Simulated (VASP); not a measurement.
Set up this calculation in VASP 6.6.1, as the native input.

```
Task                   : single point
Functional             : LDA
Potentials or basis    : VASP PAW LDA potentials, release 64 (C, H)
Cutoff                 : 520 eV
k mesh                 : 6 × 4 × 1
Occupations            : gaussian, width 0.05 eV
Spin                   : no spin polarisation
Dipole correction      : yes
Further INCAR settings : LREAL = Auto; ALGO = Normal; EDIFF = 1e-07; NBANDS = 68
```

The structure of HC12 lies in POSCAR:

```
HC12
1.0
    4.8892663280      0.0000000000      0.0000000000
   -2.4446331640      6.7739291692      0.0000000000
    0.0000000000      0.0000000000     22.7684096771
C H
24 2
Direct
    0.4020794403      0.3041588806      0.1756820110
    0.4020794403      0.8041588805      0.1756820110
    0.9020794403      0.3041588806      0.1756820110
    0.9020794403      0.8041588805      0.1756820110
    0.1630408159      0.3260816317      0.2059829668
    0.1630408159      0.8260816317      0.2059829668
    0.6630408159      0.3260816317      0.2059829668
    0.6630408159      0.8260816317      0.2059829668
    0.1846395683      0.3692791367      0.2666259491
    0.1846395683      0.8692791367      0.2666259491
    0.6846395683      0.3692791367      0.2666259491
    0.6846395683      0.8692791367      0.2666259491
    0.4461625696      0.3923265051      0.2960492075
    0.4461625696      0.8923265051      0.2960492075
    0.9461625696      0.3923265051      0.2960492075
    0.9461625696      0.8923265051      0.2960492075
    0.4715644646      0.4431294558      0.3591099590
    0.4715644646      0.9431294558      0.3591099590
    0.9715644646      0.4431294558      0.3591099590
    0.9715644646      0.9431294558      0.3591099590
    0.2327030006      0.4654044969      0.3851129614
    0.2327030006      0.9654044969      0.3851129614
    0.7327030006      0.4654044969      0.3851129614
    0.7327030006      0.9654044969      0.3851129614
    0.2327030006      0.9133323862      0.4993062686
    0.2327030006      1.0174766075      0.4993062686
```

These files were run (other wordings do the same):

INCAR

```
SYSTEM = HC12
  ALGO = Normal
  DIPOL = 0.5 0.5 0.298
  EDIFF = 1E-7
  ENCUT = 520
  GGA = CA
  IDIPOL = 3
  ISIF = 2
  ISMEAR = 0
  LASPH = .TRUE.
  LCHARG = .FALSE.
  LDIPOL = .TRUE.
  LREAL = Auto
  LWAVE = .FALSE.
  NBANDS = 68
  NELM = 80
  PREC = Accurate
  SIGMA = 0.05
```

KPOINTS

```
k-points
0
G
  6 4 1
  0 0 0
```

Potentials or basis: VASP PAW LDA potentials, release 64 (C, H).

Command:

```sh
$ cat potpaw_LDA.64/C/POTCAR potpaw_LDA.64/H/POTCAR > POTCAR
$ mpirun -np 1 vasp_std > vasp.out
```

Results of the run:

```json
{
  "Largest force": "3.558 eV/Å",
  "Band gap on the k mesh": "zero (band 49 reaches -3.56 eV, above the bottom of band 50 at -3.61 eV)"
}
```

Run time: 21 min on 1 thread of Intel(R) Xeon(R) Platinum 8559C (Emerald Rapids), on a shared host, peak memory 0.79 GiB.
